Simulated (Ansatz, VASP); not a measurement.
One calculation of Si2Br, two programs

The input INCAR:

```
SYSTEM = Si2Br
ALGO = Normal ; EDIFF = 1E-6
ENCUT = 520 ; GGA = PE
ISIF = 2 ; ISMEAR = 0
LASPH = .True. ; LCHARG = .False.
LREAL = .False. ; LWAVE = .False.
NBANDS = 14 ; NELM = 100
PREC = Accurate ; SIGMA = 0.1
```

The input KPOINTS:

```
k-points
0
Gamma
  6 6 6
  0 0 0
```

POSCAR

```
Si2Br
1.0
    4.7791483591      0.0000000000      0.0000000000
   -2.3895741796      4.1388638875      0.0000000000
    0.0000000000      0.0000000000      3.0380594511
Si Br
2 1
Direct
    0.3333333333      0.6666666667      0.5000000000
    0.6666666667      0.3333333333      0.5000000000
    0.0000000000      0.0000000000      0.0000000000
```

Input for Ansatz:

```yaml
crystal:
  lattice:
    - [4.7791483591, 0.0, 0.0]
    - [-2.3895741796, 4.1388638875, 0.0]
    - [0.0, 0.0, 3.0380594511]
  atoms:
    - { symbol: Si, position: [0.3333333333, 0.6666666667, 0.5] }
    - { symbol: Si, position: [0.6666666667, 0.3333333333, 0.5] }
    - { symbol: Br, position: [0.0, 0.0, 0.0] }
basis:
  ecutwfc: 420
kpoints:
  mp_grid: { grid: [6, 6, 6] }
hamiltonian:
  xc: pbe
scf:
  occupations: { method: gaussian, width: 0.1 }
  lower_state_search: "off"
output:
  forces: true
  stress: true
  eigenvalues: true
```

Alike in both runs: task single point; functional PBE; k mesh 6 × 6 × 6; occupations gaussian, width 0.1 eV; no spin polarisation.

|  | VASP | Ansatz |
| --- | --- | --- |
| version | VASP 6.6.1 | Ansatz 0.2.0 |
| potentials or method | VASP PAW PBE potentials, release 64 (Si, Br), cutoff 520 eV | scalar-relativistic, plane waves, PAW |
| valence electrons in the cell | 15 | 15 |

|  | VASP | Ansatz | Ansatz less VASP |
| --- | --- | --- | --- |
| gap on the k mesh at the Fermi level (eV) | none | none | - |
| pressure (GPa) | -2.7 | -2.7 | -0.02 |
| traceless stress, the component that is largest in VASP (GPa) | 7.62 | 7.62 | -0.005 |

A gap of «none» marks a metal or a gap that the smearing closes.
